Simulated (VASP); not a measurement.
**CsScAgC6N6: single point with PBE**

Crystal: CsScAgC6N6.

```
Cs Sc Ag C N
1.0
     0.00000    5.31200    5.31200
     5.31200    0.00000    5.31200
     5.31200    5.31200    0.00000
Cs Sc Ag C N
1 1 1 6 6
Direct
  0.75000 0.75000 0.75000
  0.50000 0.50000 0.50000
  0.00000 0.00000 0.00000
  0.80968 0.19032 0.19032
  0.19032 0.19032 0.80968
  0.80968 0.19032 0.80968
  0.19032 0.80968 0.80968
  0.80968 0.80968 0.19032
  0.19032 0.80968 0.19032
  0.69955 0.30045 0.30045
  0.30045 0.30045 0.69955
  0.69955 0.30045 0.69955
  0.30045 0.69955 0.69955
  0.69955 0.69955 0.30045
  0.30045 0.69955 0.30045
```

- Program: VASP 6.6.1
- Task: single point
- Functional: PBE
- Potentials or basis: VASP PAW PBE potentials, release 64 (Cs_sv, Sc_sv, Ag, C, N)
- Cutoff: 520 eV
- k mesh: 4 × 4 × 4
- Occupations: gaussian, width 0.1 eV
- Spin: collinear spin
- Starting moments: [0.0, 0.0, 1.0, 0.0, 0.0, 0.0, 0.0, 0.0, 0.0, 0.0, 0.0, 0.0, 0.0, 0.0, 0.0] μB

```json
{"Pressure": "12.0 GPa", "Largest force": "2.844 eV/Å", "Net moment": "1.37 μB per cell", "Site moments": "Cs +0.00; Sc +0.09; Ag +0.48; C +0.09; N -0.00 μB", "Valence electrons inside the program's atomic spheres": "Cs 6.56; Sc 9.55; Ag 10.56; C 2.60; N 3.93"}
```

Forces in eV/Å, atoms in the order of the input:
```
Cs   0.000  0.000  0.000
Sc   0.000  0.000  0.000
Ag   0.000  0.000  0.000
C    2.844  0.000  0.000
C    0.000  0.000  2.844
C    0.000 -2.844  0.000
C   -2.844  0.000  0.000
C    0.000  0.000 -2.844
C    0.000  2.844  0.000
N   -0.095  0.000  0.000
N    0.000  0.000 -0.095
N    0.000  0.095  0.000
N    0.095  0.000  0.000
N    0.000  0.000  0.095
N    0.000 -0.095  0.000
```

Levels at points of the mesh, in eV from the Fermi level:
Spin up:
| k point | band 41 | band 42 | band 43 | band 44 | band 45 | band 46 |
| --- | --- | --- | --- | --- | --- | --- |
| (0.00, 0.00, 0.00) | -5.14 | -0.55 | -0.55 | -0.02 | -0.02 | -0.02 |
| (0.50, 0.00, 0.00) | -5.08 | -0.41 | -0.41 | 0.14 | 0.23 | 0.23 |
| (0.50, 0.50, 0.00) | -4.88 | -0.53 | -0.51 | 0.01 | 0.66 | 0.66 |
Spin down:
```csv
k point,band 40,band 41,band 42,band 43,band 44,band 45
"(0.00, 0.00, 0.00)",-5.09,-5.09,-0.07,-0.07,0.13,0.13
"(0.50, 0.00, 0.00)",-4.97,-4.97,0.07,0.07,0.28,0.37
"(0.50, 0.50, 0.00)",-4.91,-4.76,-0.04,-0.01,0.15,0.79
```

Wall time 13 min on 1 thread of Intel(R) Xeon(R) Platinum 8175M CPU @ 2.50GHz (Skylake/Cascade Lake) (shared host), peak memory 0.67 GiB.

Caveat: the cell stands under pressure; spin-orbit coupling is left out, which moves the levels of the heavy elements; forces of over 1 eV/Å act on the atoms, so gaps and moduli don't describe the material at rest.
